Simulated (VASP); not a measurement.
# NiO (Fm-3m) in VASP: notebook

NiO is run at these levels: PBE; tasks: single point.

All numbers are computed with VASP 6.6.1; they aren't measurements. Logs are shortened: lines on timing, memory, paths and dates and some standing lists are left out, and cuts for length are marked.

**Experimental background.**

From “Local correlations, non-local screening, multiplets, and band formation in NiO”, 2012, arxiv:1210.6675, for a bulk crystal of NiO: band gap 4.3 eV.

The runs below are set against these values where they give the same quantity.

**1. The cell of the first run**

The structure is cubic, space group Fm-3m (No. 225). The conventional cell has a = 4.130 Å, b = 4.130 Å, c = 4.130 Å, α = 90.00°, β = 90.00°, γ = 90.00°. Ni (site symmetry m-3m) has 6 O at 2.07 Å within 2.7 Å. O (site symmetry m-3m) has 6 Ni at 2.07 Å within 2.7 Å.

**2. Single point, PBE, collinear spin, ferromagnetic start (8.81 Å³/atom)**

File INCAR:

```
SYSTEM = NiO
PREC = Accurate
ENCUT = 520
EDIFF = 1E-7
ISMEAR = 0
SIGMA = 0.1
LREAL = .FALSE.
LASPH = .TRUE.
NELM = 150
ALGO = Normal
ISIF = 2
LWAVE = .FALSE.
LCHARG = .FALSE.
ISPIN = 2
MAGMOM = 1.6 0.32
LORBIT = 11
LMAXMIX = 4
GGA = PE
NBANDS = 19
```

File KPOINTS:

```
Automatic mesh
0
G
  18 18 18
  0 0 0
```

File POSCAR:

```
NiO
1.0
    0.0000000000      2.0651400667      2.0651400667
    2.0651400667      0.0000000000      2.0651400667
    2.0651400667      2.0651400667      0.0000000000
Ni O
1 1
Direct
    0.0000000000      0.0000000000      0.0000000000
    0.5000000000      0.5000000000      0.5000000000
```

Potentials or basis: VASP PAW PBE potentials, release 64 (Ni, O).

Run with:

```
$ cat potpaw_PBE.64/Ni/POTCAR potpaw_PBE.64/O/POTCAR > POTCAR
$ mpirun -np 1 vasp_std > vasp.out
```

OUTCAR:

```text
SYSTEM = NiO
   PREC = Accurate
   ENCUT = 520
   EDIFF = 1E-7
   ISMEAR = 0
   LREAL = .FALSE.
   LASPH = .TRUE.
   NELM = 150
   ISIF = 2
   ISPIN = 2
   LORBIT = 11
   GGA = PE

 ion  position               nearest neighbor table
   1  0.000  0.000  0.000-   2 2.07   2 2.07   2 2.07   2 2.07   2 2.07   2 2.07
   2  0.500  0.500  0.500-   1 2.07   1 2.07   1 2.07   1 2.07   1 2.07   1 2.07

  LATTYP: Found a face centered cubic cell.
 ALAT       =     4.1302801334

  Lattice vectors:

 A1 = (   0.0000000000,   2.0651400667,   2.0651400667)
 A2 = (   2.0651400667,   0.0000000000,   2.0651400667)
 A3 = (   2.0651400667,   2.0651400667,   0.0000000000)

Analysis of symmetry for initial positions (statically):
=====================================================================
 Subroutine PRICEL returns:
 Original cell was already a primitive cell.

 Routine SETGRP: Setting up the symmetry group for a
 face centered cubic supercell.

 Subroutine GETGRP returns: Found 48 space group operations
 (whereof 48 operations were pure point group operations)
 out of a pool of 48 trial point group operations.

The static configuration has the point symmetry O_h .

Analysis of symmetry for dynamics (positions and initial velocities):
=====================================================================
 Subroutine PRICEL returns:
 Original cell was already a primitive cell.

 Routine SETGRP: Setting up the symmetry group for a
 face centered cubic supercell.

 Subroutine GETGRP returns: Found 48 space group operations
 (whereof 48 operations were pure point group operations)
 out of a pool of 48 trial point group operations.

The dynamic configuration has the point symmetry O_h .

Analysis of structural, dynamic, and magnetic symmetry:
=====================================================================
 Subroutine PRICEL returns:
 Original cell was already a primitive cell.

 Routine SETGRP: Setting up the symmetry group for a
 face centered cubic supercell.

 Subroutine GETGRP returns: Found 48 space group operations
 (whereof 48 operations were pure point group operations)
 out of a pool of 48 trial point group operations.

The overall configuration has the point symmetry O_h .

 Subroutine INISYM returns: Found 48 space group operations
 (whereof 48 operations are pure point group operations),
 and found     1 'primitive' translations

----------------------------------------------------------------------------------------

                                     Primitive cell

  volume of cell :      17.6148

  direct lattice vectors                    reciprocal lattice vectors
     0.000000000  2.065140067  2.065140067    -0.242114328  0.242114328  0.242114328
     2.065140067  0.000000000  2.065140067     0.242114328 -0.242114328  0.242114328
     2.065140067  2.065140067  0.000000000     0.242114328  0.242114328 -0.242114328

  length of vectors
     2.920549091  2.920549091  2.920549091     0.419354318  0.419354318  0.419354318

  position of ions in fractional coordinates (direct lattice)
     0.000000000  0.000000000  0.000000000
     0.500000000  0.500000000  0.500000000

  ion indices of the primitive-cell ions
   primitive index   ion index
                 1           1
                 2           2

----------------------------------------------------------------------------------------

 KPOINTS: Automatic mesh

Automatic generation of k-mesh.
 Grid dimensions read from file:
 generate k-points for:   18   18   18

 Generating k-lattice:

  Cartesian coordinates                     Fractional coordinates (reciprocal lattice)
    -0.013450796  0.013450796  0.013450796     0.055555556  0.000000000  0.000000000
     0.013450796 -0.013450796  0.013450796     0.000000000  0.055555556  0.000000000
     0.013450796  0.013450796 -0.013450796     0.000000000  0.000000000  0.055555556

  Length of vectors
     0.023297462  0.023297462  0.023297462

  Shift w.r.t. Gamma in fractional coordinates (k-lattice)
     0.000000000  0.000000000  0.000000000

 Subroutine IBZKPT returns following result:
 ===========================================

 Found    195 irreducible k-points:

 Following reciprocal coordinates:
            Coordinates               Weight
  0.000000  0.000000  0.000000      1.000000
  0.055556  0.000000  0.000000      8.000000
  0.111111  0.000000  0.000000      8.000000
  0.166667  0.000000  0.000000      8.000000
  0.222222  0.000000  0.000000      8.000000
  0.277778  0.000000  0.000000      8.000000
[... 16 lines left out ...]
 -0.277778  0.055556  0.000000     24.000000
 -0.222222  0.055556  0.000000     24.000000
 [... further k-points ...]
   k-points           NKPTS =    195   k-points in BZ     NKDIM =    195   number of bands    NBANDS=     19
   number of dos      NEDOS =    301   number of ions     NIONS =      2
   total plane-waves  NPLWV =  13824
   dimension x,y,z NGX =    24 NGY =   24 NGZ =   24
   dimension x,y,z NGXF=    48 NGYF=   48 NGZF=   48
   ions per type =               1   1
   NGX,Y,Z   is equivalent  to a cutoff of  13.66, 13.66, 13.66 a.u.
   NGXF,Y,Z  is equivalent  to a cutoff of  27.32, 27.32, 27.32 a.u.
 SYSTEM =  NiO
   PREC   = accura    normal or accurate (medium, high low for compatibility)
   ISTART =      0    job   : 0-new  1-cont  2-samecut
   ICHARG =      2    charge: 1-file 2-atom 10-const
   ISPIN  =      2    spin polarized calculation?
   LNONCOLLINEAR =      F non collinear calculations
   LSORBIT =      F    spin-orbit coupling
   LASPH  =      T    aspherical Exc in radial PAW
   ENCUT  =  520.0 eV  38.22 Ry    6.18 a.u.   5.43  5.43  5.43*2*pi/ulx,y,z
   NELM   =    150;   NELMIN=  2; NELMDL= -5     # of ELM steps
   EDIFF  = 0.1E-06   stopping-criterion for ELM
   LREAL  =      F    real-space projection
   EDIFFG = 0.1E-05   stopping-criterion for IOM
   NSW    =      0    number of steps for IOM
   IBRION =     -1    ionic relax: 0-MD 1-quasi-New 2-CG
   NFREE  =      0    steps in history (QN), initial steepest desc. (CG)
   ISIF   =      2    stress and relaxation
   ISYM   =      2    0-nonsym 1-usesym 2-fastsym
   POTIM  = 0.5000    time-step for ionic-motion
   TEBEG  =    0.0;   TEEND  =   0.0 temperature during run
   PSTRESS=    0.0 pullay stress
   NELECT =      16.0000    total number of electrons
   NUPDOWN=      -1.0000    fix difference up-down
   EMIN   =  10.00;   EMAX   =-10.00  energy-range for DOS
   EFERMI =   0.00;   METHOD = LEGACY
   ISMEAR =     0;   SIGMA  =   0.10  broadening in eV -4-tet -1-fermi 0-gaus
   EFERMI_NEDOS =   21; number of points for ismear=-14 and -15
   IALGO  =     38    algorithm
   IMIX   =      4    mixing-type and parameters
     AMIX     =   0.40;   BMIX     =  1.00
     AMIX_MAG =   1.60;   BMIX_MAG =  1.00
  volume/ion in A,a.u.               =       8.81        59.44
  Fermi-wavevector in a.u.,A,eV,Ry     =   1.585460  2.996085 34.200743  2.513684
  Thomas-Fermi vector in A             =   2.684921
   LORBIT       =     11    0 simple, 1 ext, 2 COOP (PROOUT), +10 PAW based schemes
   GGA     = PE    functional components
   LHFCALC =     F    Hartree Fock is set to
   AEXX    =    0.0000 exact exchange contribution
   IVDW    =     0    specifies the selected vdW correction
   LEPSILON=     F    determine dielectric tensor
   LRPA    =     F    only Hartree local field effects (RPA)
 spin polarized calculation
 Gauss-broadening in eV      SIGMA  =   0.10
  energy-cutoff  :      520.00
  volume of cell :       17.61
 maximum number of plane-waves:       495
 NGX is ok and might be reduce to    24
   NGX = 11   NGY = 11   NGZ = 11

 number of electron      15.9999988 magnetization       1.5930295

 Free energy of the ion-electron system (eV)
  ---------------------------------------------------
  ext. energy  EPLUGINS =         0.00000000
  ---------------------------------------------------
  free energy    TOTEN  =       -11.44480953 eV

  energy without entropy =      -11.43865486  energy(sigma->0) =      -11.44173219

 E-fermi :   8.4406     XC(G=0): -12.8778

 val. band max:        8.4249442137   @ k =  -0.4444   0.4444   0.0556
 cond. band min:       8.4437351233   @ k =  -0.4444   0.1667   0.0000
 fundamental gap:      0.0187909096
 Fermi energy:         8.4405517124

 spin component 1

 k-point     1 :       0.0000    0.0000    0.0000
  band No.  band energies     occupation
      1     -12.3163      1.00000
      2       5.2346      1.00000
      3       5.2346      1.00000
      4       5.2346      1.00000
      5       5.3497      1.00000
      6       5.3498      1.00000
[... 11 lines left out ...]
     18      34.7701      0.00000
     19      34.7702      0.00000
[... 485 lines left out ...]
 k-point    24 :      -0.2222    0.0556    0.0000
  band No.  band energies     occupation
      1     -11.6673      1.00000
      2       2.0587      1.00000
      3       3.0729      1.00000
      4       3.3768      1.00000
      5       6.0252      1.00000
      6       6.0399      1.00000
[... 11 lines left out ...]
     18      39.3215      0.00000
     19      40.4920      0.00000

 [... further k-points ...]

 spin component 2

 k-point     1 :       0.0000    0.0000    0.0000
  band No.  band energies     occupation
      1     -11.9343      1.00000
      2       5.6797      1.00000
      3       5.6797      1.00000
      4       5.6797      1.00000
      5       6.4847      1.00000
      6       6.4849      1.00000
[... 11 lines left out ...]
     18      35.3308      0.00000
     19      35.3310      0.00000
[... 485 lines left out ...]
 k-point    24 :      -0.2222    0.0556    0.0000
  band No.  band energies     occupation
      1     -11.2684      1.00000
      2       2.4830      1.00000
      3       4.0975      1.00000
      4       4.2033      1.00000
      5       6.8676      1.00000
      6       7.0740      1.00000
[... 11 lines left out ...]
     18      39.8120      0.00000
     19      41.0439      0.00000

 [... further k-points ...]

------------------------ aborting loop because EDIFF is reached ----------------------------------------

  FORCE on cell =-STRESS in cart. coord.  units (eV):
  Direction    XX          YY          ZZ          XY          YZ          ZX
  --------------------------------------------------------------------------------------
  -------------------------------------------------------------------------------------
  Total        1.2313143      1.2313143      1.2313143      0.0000000      0.0000000     -0.0000000
  in kB      111.9955985    111.9955985    111.9955985      0.0000000      0.0000000     -0.0000000
  external PRESSURE =     111.9955985 kB  Pullay stress =       0.0000000 kB

 VOLUME and BASIS-vectors are now :
 -----------------------------------------------------------------------------
  energy-cutoff  :      520.00
  volume of cell :       17.61
      direct lattice vectors                 reciprocal lattice vectors
     0.000000000  2.065140067  2.065140067    -0.242114328  0.242114328  0.242114328
     2.065140067  0.000000000  2.065140067     0.242114328 -0.242114328  0.242114328
     2.065140067  2.065140067  0.000000000     0.242114328  0.242114328 -0.242114328

 POSITION                                       TOTAL-FORCE (eV/Angst)
 -----------------------------------------------------------------------------------
      0.00000      0.00000      0.00000        -0.000000      0.000000      0.000000
      2.06514      2.06514      2.06514         0.000000     -0.000000      0.000000
 -----------------------------------------------------------------------------------
    total drift:                                0.000000     -0.000000     -0.000000

  FREE ENERGIE OF THE ION-ELECTRON SYSTEM (eV)
  ---------------------------------------------------
  free  energy   TOTEN  =       -11.4448095269 eV

  energy  without entropy=      -11.4386548561  energy(sigma->0) =      -11.44173219

 total charge

# of ion       s       p       d       tot
------------------------------------------
    1        0.342   0.430   8.285   9.057
    2        1.558   3.434   0.000   4.992
--------------------------------------------------
tot          1.900   3.864   8.285  14.050

 magnetization (x)

# of ion       s       p       d       tot
------------------------------------------
    1        0.012   0.015   1.295   1.322
    2        0.028   0.204   0.000   0.233
--------------------------------------------------
tot          0.040   0.220   1.295   1.555
```

It took 48 s on 1 thread of Intel Xeon 6975P-C (Granite Rapids), shared host; peak memory 0.22 GiB.

What came out:

```yaml
Free_energy: -11.4448 eV
Pressure: 11.2 GPa
Net_moment: 1.59 μB per cell
Site_moments: Ni +1.32; O +0.23 μB
Valence_electrons_inside_the_program's_atomic_spheres: Ni 9.06; O 4.99
```

Levels at points of the mesh, in eV from the Fermi level:
Spin up:
```tsv
k point	band 7	band 8	band 9	band 10	band 11	band 12
(0.00, 0.00, 0.00)	-2.70	-2.70	-2.70	1.68	17.91	19.15
(0.50, 0.00, 0.00)	-1.40	0.39	0.39	5.62	10.24	14.19
(0.50, 0.50, 0.00)	-2.11	-1.62	-1.62	6.32	10.73	12.34
```
Spin down:
```tsv
k point	band 3	band 4	band 5	band 6	band 7	band 8	band 9	band 10	band 11	band 12
(0.00, 0.00, 0.00)	-2.76	-2.76	-1.96	-1.96	-1.96	-0.77	-0.77	2.00	17.86	19.35
(0.50, 0.00, 0.00)	-5.16	-5.16	-1.01	-1.01	-0.62	2.17	2.17	5.77	10.71	14.45
(0.50, 0.50, 0.00)	-4.15	-4.15	-3.00	-0.79	-0.79	-0.32	0.28	6.74	11.04	12.59
```

Caveat: the cell stands under pressure; a cell with one magnetic atom can't hold antiferromagnetic order, which such compounds often take; semilocal functionals often make such compounds metallic where correlation or magnetic order opens a gap, which also shifts bond lengths.

**3. Single point, PBE, collinear spin, ferromagnetic start (9.09 Å³/atom)**

This run uses another cell than the first one, of 9.09 Å³/atom.

File INCAR:

```
SYSTEM = NiO
  PREC = Accurate
  ENCUT = 520
  EDIFF = 1E-6
  ISMEAR = 0
  SIGMA = 0.1
  LREAL = .False.
  LASPH = .True.
  NELM = 150
  ALGO = Normal
  ISIF = 2
  LWAVE = .False.
  LCHARG = .False.
  ISPIN = 2
  MAGMOM = 1.6 0.32
  LORBIT = 11
  LMAXMIX = 4
  GGA = PE
  NBANDS = 19
```

File KPOINTS:

```
regular mesh
0
Gamma
  18 18 18
  0 0 0
```

File POSCAR:

```
NiO
1.0
    0.0000000000      2.0868799808      2.0868799808
    2.0868799808      0.0000000000      2.0868799808
    2.0868799808      2.0868799808      0.0000000000
Ni O
1 1
Direct
    0.0000000000      0.0000000000      0.0000000000
    0.5000000000      0.5000000000      0.5000000000
```

Potentials or basis: VASP PAW PBE potentials, release 64 (Ni, O).

Run with:

```
$ cat potpaw_PBE.64/Ni/POTCAR potpaw_PBE.64/O/POTCAR > POTCAR
$ mpirun -np 1 vasp_std > vasp.out
```

Run time: 41 s. Hardware: 1 thread of Intel Xeon 6975P-C (Granite Rapids), shared host; peak memory 0.23 GiB.

Results (log left out):

```
Free energy                                           : -11.4735 eV
Pressure                                              : 4.8 GPa
Net moment                                            : 1.69 μB per cell
Site moments                                          : Ni +1.39; O +0.25 μB
Valence electrons inside the program's atomic spheres : Ni 8.99; O 4.98
```

Levels at points of the mesh, in eV from the Fermi level:
Spin up:
| k point | band 6 | band 7 | band 8 | band 9 | band 10 | band 11 | band 12 | band 13 |
| --- | --- | --- | --- | --- | --- | --- | --- | --- |
| (0.00, 0.00, 0.00) | -3.03 | -2.65 | -2.65 | -2.65 | 1.52 | 17.84 | 18.92 | 18.92 |
| (0.50, 0.00, 0.00) | -1.95 | -1.42 | 0.30 | 0.30 | 5.58 | 9.96 | 14.00 | 14.00 |
| (0.50, 0.50, 0.00) | -2.76 | -2.21 | -1.64 | -1.64 | 6.13 | 10.55 | 12.22 | 16.60 |
Spin down:
| k point | band 3 | band 4 | band 5 | band 6 | band 7 | band 8 | band 9 | band 10 | band 11 | band 12 |
| --- | --- | --- | --- | --- | --- | --- | --- | --- | --- | --- |
| (0.00, 0.00, 0.00) | -2.56 | -2.56 | -1.86 | -1.86 | -1.86 | -0.65 | -0.65 | 1.86 | 17.78 | 19.13 |
| (0.50, 0.00, 0.00) | -4.87 | -4.87 | -0.97 | -0.97 | -0.59 | 2.17 | 2.17 | 5.74 | 10.46 | 14.28 |
| (0.50, 0.50, 0.00) | -3.91 | -3.91 | -2.84 | -0.77 | -0.77 | -0.22 | 0.32 | 6.57 | 10.89 | 12.47 |

Caveat: the cell stands under pressure; a cell with one magnetic atom can't hold antiferromagnetic order, which such compounds often take; semilocal functionals often make such compounds metallic where correlation or magnetic order opens a gap, which also shifts bond lengths.

[end of part 1 of 2]
